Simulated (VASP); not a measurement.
# TaN (Cm) in VASP: single point with PBE

Aim: the single point of TaN with PBE.

Everything below comes from runs of VASP 6.6.1. Logs are shortened: lines on timing, memory, paths and dates and some standing lists are left out, and cuts for length are marked.

**1. The cell of the first run**

The typed cell holds 2 atoms: a = 2.950 Å, b = 2.950 Å, c = 2.898 Å, α = 90.00°, β = 90.00°, γ = 120.00°.

**2. Single point, PBE (all atoms moved at random, sigma 0.25 Å a component, then relaxed in part)**

Contents of INCAR:

```
SYSTEM = TaN
PREC = Accurate
ENCUT = 520
EDIFF = 1E-7
ISMEAR = 0
SIGMA = 0.15
LREAL = .False.
LASPH = .True.
NELM = 100
ALGO = Normal
ISIF = 2
LWAVE = .False.
LCHARG = .False.
GGA = PE
NBANDS = 15
```

Contents of KPOINTS:

```
Automatic mesh
0
Gamma
  12 12 12
  0 0 0
```

Contents of POSCAR:

```
TaN
1.0
    2.9501846796      0.0000000000      0.0000000000
   -1.4750923398      2.5549348784      0.0000000000
    0.0000000000      0.0000000000      2.8977716012
Ta N
1 1
Direct
    0.3333924195      0.6666203086      0.4999225561
   -0.0000590862      0.0000463581      0.0000774439
```

Potentials or basis: VASP PAW PBE potentials, release 64 (Ta_pv, N).

Started as:

```console
> cat potpaw_PBE.64/Ta_pv/POTCAR potpaw_PBE.64/N/POTCAR > POTCAR
> mpirun -np 1 vasp_std > vasp.out
```

OUTCAR:

```text
SYSTEM = TaN
   PREC = Accurate
   ENCUT = 520
   EDIFF = 1E-7
   ISMEAR = 0
   LREAL = .False.
   LASPH = .True.
   NELM = 100
   ISIF = 2
   GGA = PE

 ion  position               nearest neighbor table
   1  0.333  0.667  0.500-   2 2.24   2 2.24   2 2.24   2 2.24   2 2.24   2 2.24
   2  1.000  0.000  0.000-   1 2.24   1 2.24   1 2.24   1 2.24   1 2.24   1 2.24

  LATTYP: Found a hexagonal cell.
 ALAT       =     2.9501846796
 C/A-ratio  =     0.9822339670

  Lattice vectors:

 A1 = (   2.9501846796,   0.0000000000,   0.0000000000)
 A2 = (  -1.4750923398,   2.5549348784,   0.0000000000)
 A3 = (   0.0000000000,   0.0000000000,   2.8977716012)

Analysis of symmetry for initial positions (statically):
=====================================================================
 Subroutine PRICEL returns:
 Original cell was already a primitive cell.

 Routine SETGRP: Setting up the symmetry group for a
 hexagonal supercell.

 Subroutine GETGRP returns: Found  1 space group operations
 (whereof  1 operations were pure point group operations)
 out of a pool of 24 trial point group operations.

The static configuration has the point symmetry C_1 .

Analysis of symmetry for dynamics (positions and initial velocities):
=====================================================================
 Subroutine PRICEL returns:
 Original cell was already a primitive cell.

 Routine SETGRP: Setting up the symmetry group for a
 hexagonal supercell.

 Subroutine GETGRP returns: Found  1 space group operations
 (whereof  1 operations were pure point group operations)
 out of a pool of 24 trial point group operations.

The dynamic configuration has the point symmetry C_1 .

 Subroutine INISYM returns: Found  1 space group operations
 (whereof  1 operations are pure point group operations),
 and found     1 'primitive' translations

----------------------------------------------------------------------------------------

                                     Primitive cell

  volume of cell :      21.8420

  direct lattice vectors                    reciprocal lattice vectors
     2.950184680  0.000000000  0.000000000     0.338961831  0.195699704  0.000000000
    -1.475092340  2.554934878  0.000000000     0.000000000  0.391399408  0.000000000
     0.000000000  0.000000000  2.897771601     0.000000000  0.000000000  0.345092760

  length of vectors
     2.950184680  2.950184680  2.897771601     0.391399408  0.391399408  0.345092760

  position of ions in fractional coordinates (direct lattice)
     0.333392420  0.666620309  0.499922556
     0.999940914  0.000046358  0.000077444

  ion indices of the primitive-cell ions
   primitive index   ion index
                 1           1
                 2           2

----------------------------------------------------------------------------------------

 KPOINTS: Automatic mesh

Automatic generation of k-mesh.
 Grid dimensions read from file:
 generate k-points for:   12   12   12

 Generating k-lattice:

  Cartesian coordinates                     Fractional coordinates (reciprocal lattice)
     0.028246819  0.016308309  0.000000000     0.083333333 -0.000000000  0.000000000
     0.000000000  0.032616617  0.000000000     0.000000000  0.083333333  0.000000000
     0.000000000  0.000000000  0.028757730     0.000000000  0.000000000  0.083333333

  Length of vectors
     0.032616617  0.032616617  0.028757730

  Shift w.r.t. Gamma in fractional coordinates (k-lattice)
     0.000000000  0.000000000  0.000000000

 Subroutine IBZKPT returns following result:
 ===========================================

 Found    868 irreducible k-points:

 Following reciprocal coordinates:
            Coordinates               Weight
  0.000000  0.000000  0.000000      1.000000
  0.083333  0.000000  0.000000      2.000000
  0.000000  0.083333  0.000000      2.000000
 -0.083333  0.083333  0.000000      2.000000
  0.166667  0.000000  0.000000      2.000000
  0.000000  0.166667  0.000000      2.000000
[... 16 lines left out ...]
  0.166667  0.083333  0.000000      2.000000
 -0.083333  0.250000  0.000000      2.000000
 [... further k-points ...]
   k-points           NKPTS =    868   k-points in BZ     NKDIM =    868   number of bands    NBANDS=     15
   number of dos      NEDOS =    301   number of ions     NIONS =      2
   total plane-waves  NPLWV =  13824
   dimension x,y,z NGX =    24 NGY =   24 NGZ =   24
   dimension x,y,z NGXF=    48 NGYF=   48 NGZF=   48
   ions per type =               1   1
   NGX,Y,Z   is equivalent  to a cutoff of  13.52, 13.52, 13.77 a.u.
   NGXF,Y,Z  is equivalent  to a cutoff of  27.05, 27.05, 27.54 a.u.
 SYSTEM =  TaN
   PREC   = accura    normal or accurate (medium, high low for compatibility)
   ISTART =      0    job   : 0-new  1-cont  2-samecut
   ICHARG =      2    charge: 1-file 2-atom 10-const
   ISPIN  =      1    spin polarized calculation?
   LNONCOLLINEAR =      F non collinear calculations
   LSORBIT =      F    spin-orbit coupling
   LASPH  =      T    aspherical Exc in radial PAW
   ENCUT  =  520.0 eV  38.22 Ry    6.18 a.u.   5.49  5.49  5.39*2*pi/ulx,y,z
   NELM   =    100;   NELMIN=  2; NELMDL= -5     # of ELM steps
   EDIFF  = 0.1E-06   stopping-criterion for ELM
   LREAL  =      F    real-space projection
   EDIFFG = 0.1E-05   stopping-criterion for IOM
   NSW    =      0    number of steps for IOM
   IBRION =     -1    ionic relax: 0-MD 1-quasi-New 2-CG
   NFREE  =      0    steps in history (QN), initial steepest desc. (CG)
   ISIF   =      2    stress and relaxation
   ISYM   =      2    0-nonsym 1-usesym 2-fastsym
   POTIM  = 0.5000    time-step for ionic-motion
   TEBEG  =    0.0;   TEEND  =   0.0 temperature during run
   PSTRESS=    0.0 pullay stress
   NELECT =      16.0000    total number of electrons
   NUPDOWN=      -1.0000    fix difference up-down
   EMIN   =  10.00;   EMAX   =-10.00  energy-range for DOS
   EFERMI =   0.00;   METHOD = LEGACY
   ISMEAR =     0;   SIGMA  =   0.15  broadening in eV -4-tet -1-fermi 0-gaus
   EFERMI_NEDOS =   21; number of points for ismear=-14 and -15
   IALGO  =     38    algorithm
   IMIX   =      4    mixing-type and parameters
     AMIX     =   0.40;   BMIX     =  1.00
     AMIX_MAG =   1.60;   BMIX_MAG =  1.00
  volume/ion in A,a.u.               =      10.92        73.70
  Fermi-wavevector in a.u.,A,eV,Ry     =   1.475765  2.788791 29.631873  2.177881
  Thomas-Fermi vector in A             =   2.590374
   LORBIT       =      0    0 simple, 1 ext, 2 COOP (PROOUT), +10 PAW based schemes
   GGA     = PE    functional components
   LHFCALC =     F    Hartree Fock is set to
   AEXX    =    0.0000 exact exchange contribution
   IVDW    =     0    specifies the selected vdW correction
   LEPSILON=     F    determine dielectric tensor
   LRPA    =     F    only Hartree local field effects (RPA)
 non-spin polarized calculation
 Gauss-broadening in eV      SIGMA  =   0.15
  energy-cutoff  :      520.00
  volume of cell :       21.84
 maximum number of plane-waves:       611
 NGX is ok and might be reduce to    24
   NGX = 11   NGY = 11   NGZ = 11

 number of electron      16.0000001 magnetization

 Free energy of the ion-electron system (eV)
  ---------------------------------------------------
  ext. energy  EPLUGINS =         0.00000000
  ---------------------------------------------------
  free energy    TOTEN  =       -22.44675152 eV

  energy without entropy =      -22.44603843  energy(sigma->0) =      -22.44639497

 E-fermi :   8.1528     XC(G=0): -13.2725

 val. band max:        8.0878730538   @ k =   0.0000   0.0000   0.4167
 cond. band min:       8.2384022707   @ k =   0.3333   0.3333   0.0000
 fundamental gap:      0.1505292169
 Fermi energy:         8.1527636650

 k-point     1 :       0.0000    0.0000    0.0000
  band No.  band energies     occupation
      1     -26.7754      2.00000
      2     -26.5153      2.00000
      3     -26.5152      2.00000
      4      -9.5637      2.00000
      5       3.6160      2.00000
      6       3.6171      2.00000
      7       3.9646      2.00000
      8       5.1980      2.00000
      9      10.2329      0.00000
     10      11.6293      0.00000
     11      11.6340      0.00000
     12      12.0395      0.00000
     13      12.0406      0.00000
     14      21.1255      0.00000
     15      21.4685      0.00000

 k-point     2 :       0.0833    0.0000    0.0000
  band No.  band energies     occupation
      1     -26.7664      2.00000
      2     -26.5865      2.00000
      3     -26.5305      2.00000
      4      -9.4239      2.00000
      5       3.1900      2.00000
      6       3.7222      2.00000
      7       4.1632      2.00000
      8       4.9973      2.00000
      9      10.7362      0.00000
     10      11.3480      0.00000
     11      11.6566      0.00000
     12      11.9682      0.00000
     13      12.2270      0.00000
     14      21.1128      0.00000
     15      21.4618      0.00000

 k-point     3 :       0.0000    0.0833    0.0000
  band No.  band energies     occupation
      1     -26.7664      2.00000
      2     -26.5865      2.00000
      3     -26.5305      2.00000
      4      -9.4239      2.00000
      5       3.1900      2.00000
      6       3.7222      2.00000
      7       4.1631      2.00000
      8       4.9973      2.00000
      9      10.7361      0.00000
     10      11.3483      0.00000
     11      11.6563      0.00000
     12      11.9682      0.00000
     13      12.2270      0.00000
     14      21.1127      0.00000
     15      21.4618      0.00000
[... 343 lines left out ...]
 k-point    23 :       0.1667    0.0833    0.0000
  band No.  band energies     occupation
      1     -26.9244      2.00000
      2     -26.7203      2.00000
      3     -26.6206      2.00000
      4      -8.6959      2.00000
      5       1.7201      2.00000
      6       4.1389      2.00000
      7       4.1508      2.00000
      8       4.9665      2.00000
      9      10.1831      0.00000
     10      11.4618      0.00000
     11      12.0191      0.00000
     12      12.8551      0.00000
     13      13.0742      0.00000
     14      21.1784      0.00000
     15      21.4547      0.00000

 k-point    24 :      -0.0833    0.2500    0.0000
  band No.  band energies     occupation
      1     -26.9244      2.00000
      2     -26.7203      2.00000
      3     -26.6206      2.00000
      4      -8.6961      2.00000
      5       1.7200      2.00000
      6       4.1398      2.00000
      7       4.1512      2.00000
      8       4.9665      2.00000
      9      10.1848      0.00000
     10      11.4603      0.00000
     11      12.0183      0.00000
     12      12.8546      0.00000
     13      13.0737      0.00000
     14      21.1760      0.00000
     15      21.4544      0.00000

 [... further k-points ...]

------------------------ aborting loop because EDIFF is reached ----------------------------------------

  FORCE on cell =-STRESS in cart. coord.  units (eV):
  Direction    XX          YY          ZZ          XY          YZ          ZX
  --------------------------------------------------------------------------------------
  -------------------------------------------------------------------------------------
  Total        0.0795699      0.0802289      0.1105773      0.0006761      0.0000050     -0.0000105
  in kB        5.8366815      5.8850231      8.1111649      0.0495907      0.0003634     -0.0007672
  external PRESSURE =       6.6109565 kB  Pullay stress =       0.0000000 kB

 VOLUME and BASIS-vectors are now :
 -----------------------------------------------------------------------------
  energy-cutoff  :      520.00
  volume of cell :       21.84
      direct lattice vectors                 reciprocal lattice vectors
     2.950184680  0.000000000  0.000000000     0.338961831  0.195699704  0.000000000
    -1.475092340  2.554934878  0.000000000     0.000000000  0.391399408  0.000000000
     0.000000000  0.000000000  2.897771601     0.000000000  0.000000000  0.345092760

 POSITION                                       TOTAL-FORCE (eV/Angst)
 -----------------------------------------------------------------------------------
      0.00024      1.70317      1.44866        -0.006132      0.002992      0.006070
      2.94994      0.00012      0.00022         0.006132     -0.002992     -0.006070
 -----------------------------------------------------------------------------------
    total drift:                                0.000000     -0.000000      0.000004

  FREE ENERGIE OF THE ION-ELECTRON SYSTEM (eV)
  ---------------------------------------------------
  free  energy   TOTEN  =       -22.4467515198 eV

  energy  without entropy=      -22.4460384264  energy(sigma->0) =      -22.44639497
```

Wall time 2.3 min (1 thread of Intel Xeon Platinum 8559C (Emerald Rapids), shared host); peak memory 0.39 GiB.

What came out:

```
Free energy            : -22.4468 eV
Pressure               : 0.7 GPa
Largest force          : 0.009 eV/Å
Band gap on the k mesh : zero (band 8 reaches 8.34 eV, above the bottom of band 9 at 8.03 eV)
```

Forces in eV/Å, atoms in the order of the input:
```
Ta  -0.006  0.003  0.006
N    0.006 -0.003 -0.006
```

Stress tensor (GPa, compression positive):
```
0.58 0.00 0.00
0.00 0.59 0.00
0.00 0.00 0.81
```

Levels at points of the mesh, in eV from the Fermi level:
| k point | band 4 | band 5 | band 6 | band 7 | band 8 | band 9 | band 10 | band 11 | band 12 | band 13 |
| --- | --- | --- | --- | --- | --- | --- | --- | --- | --- | --- |
| (0.00, 0.00, 0.00) | -17.72 | -4.54 | -4.54 | -4.19 | -2.95 | 2.08 | 3.48 | 3.48 | 3.89 | 3.89 |
| (0.50, 0.00, 0.00) | -15.48 | -8.25 | -5.17 | -3.46 | -3.19 | 2.92 | 3.91 | 5.10 | 5.17 | 7.26 |
| (0.00, 0.50, 0.00) | -15.48 | -8.25 | -5.17 | -3.46 | -3.19 | 2.92 | 3.91 | 5.10 | 5.17 | 7.26 |
| (0.50, 0.50, 0.00) | -15.48 | -8.24 | -5.17 | -3.46 | -3.19 | 2.92 | 3.91 | 5.10 | 5.17 | 7.26 |
| (0.00, 0.00, 0.50) | -15.15 | -9.31 | -3.74 | -3.73 | -0.12 | -0.12 | 2.31 | 3.26 | 3.27 | 8.05 |
| (0.50, 0.00, 0.50) | -15.75 | -7.28 | -6.17 | -5.64 | -0.43 | 4.03 | 5.22 | 5.87 | 6.92 | 9.97 |
| (0.00, 0.50, 0.50) | -15.75 | -7.28 | -6.17 | -5.64 | -0.43 | 4.03 | 5.22 | 5.87 | 6.92 | 9.97 |
| (0.50, 0.50, 0.50) | -15.75 | -7.28 | -6.18 | -5.64 | -0.43 | 4.03 | 5.22 | 5.87 | 6.92 | 9.96 |

Caveat: the cell differs from its parent crystal (all atoms moved at random, sigma 0.25 Å a component, then relaxed in part); spin-orbit coupling is left out, which moves the levels of the heavy elements.
